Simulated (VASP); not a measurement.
Wanted: the native input for a VASP 6.6.1 run.

```yaml
Task: single point
Functional: PBEsol
Potentials_or_basis: VASP PAW PBE potentials, release 64 (Ir)
Cutoff: 500 eV
k_mesh: 16 × 16 × 16
Occupations: gaussian, width 0.15 eV
Spin: no spin polarisation
Dipole_correction: no
Further_INCAR_settings: ALGO = Normal; EDIFF = 1e-06; NBANDS = 10
```

The structure of Ir lies in POSCAR:

```
Ir
1.0
    0.0000000000      1.9151152069      1.9151152069
    1.9151152069      0.0000000000      1.9151152069
    1.9151152069      1.9151152069      0.0000000000
Ir
1
Direct
    0.0000000000      0.0000000000      0.0000000000
```

One way to write it, as run:

INCAR

```
SYSTEM = Ir
PREC = Accurate ; ENCUT = 500
EDIFF = 1E-6 ; ISMEAR = 0
SIGMA = 0.15 ; LREAL = .False.
LASPH = .True. ; NELM = 120
ALGO = Normal ; ISIF = 2
LWAVE = .False. ; LCHARG = .False.
GGA = PS ; NBANDS = 10
GGA_COMPAT = .False.
```

KPOINTS

```
regular mesh
0
Gamma
  16 16 16
  0 0 0
```

Potentials or basis: VASP PAW PBE potentials, release 64 (Ir).

Launch:

```bash
$ cat potpaw_PBE.64/Ir/POTCAR > POTCAR
$ mpirun -np 1 vasp_std > vasp.out
```

Results of the run:

```
Pressure : 1.3 GPa
```

Caveat: the PAW data sets were made with another functional, which shifts forces and pressure a little.

Run time: 6.8 s on 1 thread of Intel(R) Xeon(R) 6975P-C (Granite Rapids) (shared host), peak memory 0.14 GiB.
